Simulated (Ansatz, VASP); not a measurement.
One calculation of Al3H, two programs

The input INCAR:

```
SYSTEM = Al3H
PREC = Accurate
ENCUT = 600
EDIFF = 1E-7
ISMEAR = 0
SIGMA = 0.1
LREAL = .False.
LASPH = .True.
NELM = 80
ALGO = Normal
ISIF = 3
LWAVE = .False.
LCHARG = .False.
GGA = PE
IBRION = 2
NSW = 90
EDIFFG = -0.04
```

Contents of KPOINTS:

```
regular mesh
0
Gamma
  6 6 6
  0 0 0
```

POSCAR

```
Al3H
1.0
    4.5520863200      0.0000000000      0.0000000000
   -2.2760431600      3.9422223900      0.0000000000
    0.0000000000      0.0000000000      3.6630655400
Al H
3 1
Direct
    0.5000000000      0.0000000000      0.5000000000
    0.0000000000      0.5000000000      0.5000000000
    0.5000000000      0.5000000000      0.5000000000
    0.0000000000      0.0000000000      0.0000000000
```

Input for Ansatz:

```yaml
crystal:
  lattice:
    - [4.55208632, 0.0, 0.0]
    - [-2.27604316, 3.94222239, 0.0]
    - [0.0, 0.0, 3.66306554]
  atoms:
    - { symbol: Al, position: [0.5, 0.0, 0.5] }
    - { symbol: Al, position: [0.0, 0.5, 0.5] }
    - { symbol: Al, position: [0.5, 0.5, 0.5] }
    - { symbol: H, position: [0.0, 0.0, 0.0] }
basis:
  ecutwfc: 420
kpoints:
  mp_grid: { grid: [6, 6, 6] }
hamiltonian:
  xc: pbe
scf:
  occupations: { method: gaussian, width: 0.1 }
  lower_state_search: "off"
output:
  forces: true
  stress: true
  eigenvalues: true
relax:
  adjacent_minimum: "off"
  f_tol: 0.04
  max_steps: 70
  cell: { stress_tol: 0.4 }
```

Alike in both runs: task relaxation of cell and atoms; functional PBE; k mesh 6 × 6 × 6; occupations gaussian, width 0.1 eV; no spin polarisation.

```csv
,VASP,Ansatz
version,VASP 6.6.1,Ansatz 0.2.0
potentials or method,"VASP PAW PBE potentials, release 64 (Al, H), cutoff 600 eV","scalar-relativistic, plane waves, PAW"
valence electrons in the cell,10,10
```

Ansatz gave:

| Item | Value |
| --- | --- |
| gap on the k mesh at the Fermi level, each at its own relaxed structure (eV) | none |
| relaxed volume (Å³/atom) | 16.85 |
| relaxed length of the cell vector where the two differ most in proportion (Å) | 2.780 |

Q: Estimate VASP's values.

A: gap on the k mesh at the Fermi level, each at its own relaxed structure (eV): none; relaxed volume (Å³/atom): 16.86; relaxed length of the cell vector where the two differ most in proportion (Å): 2.659.

A gap of «none» marks a metal or a gap that the smearing closes.
